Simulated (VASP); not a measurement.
ZnAu, 2 atoms in the cell. The structure is cubic, space group Pm-3m (No. 221). The conventional cell has a = 3.212 Å, b = 3.212 Å, c = 3.212 Å, α = 90.00°, β = 90.00°, γ = 90.00°. Within 3.7 Å of Zn (site symmetry m-3m) lie 8 Au at 2.78 Å and 6 Zn at 3.21 Å. Within 3.7 Å of Au (site symmetry m-3m) lie 8 Zn at 2.78 Å and 6 Au at 3.21 Å. 

- Program: VASP 6.6.1
- Task: single point
- Functional: PBEsol
- Potentials or basis: VASP PAW PBE potentials, release 64 (Zn, Au)
- Cutoff: 520 eV
- k mesh: 13 × 13 × 13
- Occupations: fermi-dirac, width 0.05 eV
- Spin: no spin polarisation
- Dipole correction: no
- Further INCAR settings: ALGO = Normal; EDIFF = 1e-07; NBANDS = 18

Potentials or basis: VASP PAW PBE potentials, release 64 (Zn, Au).

Command:

```bash
$ cat potpaw_PBE.64/Zn/POTCAR potpaw_PBE.64/Au/POTCAR > POTCAR
$ mpirun -np 1 vasp_std > vasp.out
```

Hardware: 1 thread of Intel Xeon 8259CL, on a shared host.

Q: How long does it take, and how much memory?

A: Run time: 55 s on 1 thread of Intel Xeon 8259CL (shared host), peak memory 0.18 GiB. Counts: scf iterations 13, k points 84.
